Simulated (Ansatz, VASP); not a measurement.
Two plane-wave programs on Na

The input INCAR:

```
ALGO = Normal ; EDIFF = 1E-7
EDIFFG = -0.01 ; ENCUT = 600
GGA = PE ; IBRION = 2
ISIF = 3 ; ISMEAR = -1
IVDW = 12 ; LASPH = True
LCHARG = False ; LREAL = False
LWAVE = False ; NELM = 100
NSW = 60 ; PREC = Accurate
SIGMA = 0.05
```

Contents of KPOINTS:

```
k-points
0
Gamma
  9 9 9
```

POSCAR

```
Na
1.0
   -2.1410000000      2.1410000000      2.1410000000
    2.1410000000     -2.1410000000      2.1410000000
    2.1410000000      2.1410000000     -2.1410000000
Na
1
Direct
    0.0000000000      0.0000000000      0.0000000000
```

The input input.yaml:

```yaml
crystal:
  lattice:
    - [-2.141, 2.141, 2.141]
    - [2.141, -2.141, 2.141]
    - [2.141, 2.141, -2.141]
  atoms:
    - { symbol: Na, position: [0.0, 0.0, 0.0] }
hamiltonian:
  xc: pbe
  pseudopotentials: { kind: paw }
  dispersion: d3bj
kpoints:
  mp_grid: { grid: [9, 9, 9] }
scf:
  occupations: { method: fermi_dirac, width: 0.05 }
output:
  forces: true
  stress: true
  eigenvalues: true
  write_density: true
  write_potential: true
  elf: true
  volumetric_format: npy
relax:
  f_tol: 0.01
  max_steps: 40
  cell: { stress_tol: 0.05 }
```

Alike in both runs: task relaxation of cell and atoms; functional PBE; dispersion D3(BJ); k mesh 9 × 9 × 9; occupations fermi-dirac, width 0.05 eV; no spin polarisation.

```csv
,VASP,Ansatz
version,VASP 6.6.1,Ansatz 0.2.0
potentials or method,"VASP PAW PBE potentials, release 64 (Na_pv)",Ansatz PAW
plane-wave cutoff (eV),600,420
valence electrons in the cell,7,9
```

|  | VASP | Ansatz | Ansatz less VASP |
| --- | --- | --- | --- |
| gap on the k mesh at the Fermi level, each at its own relaxed structure (eV) | none | none | - |
| relaxed volume (Å³/atom) | 34.04 | 34.06 | +0.025 |
| relaxed cell length with the largest relative difference (Å) | 3.536 | 3.537 | +0.0009 |

A gap of «none» marks a metal or a gap that the smearing closes. VASP's potentials hold 7 valence electrons a cell and Ansatz's 9, so a difference there can come from the potentials and not from the codes.

Noted on Ansatz's run: the plane-wave basis is chosen anew once the cell has moved, so the energies of steps on either side of that aren't comparable.
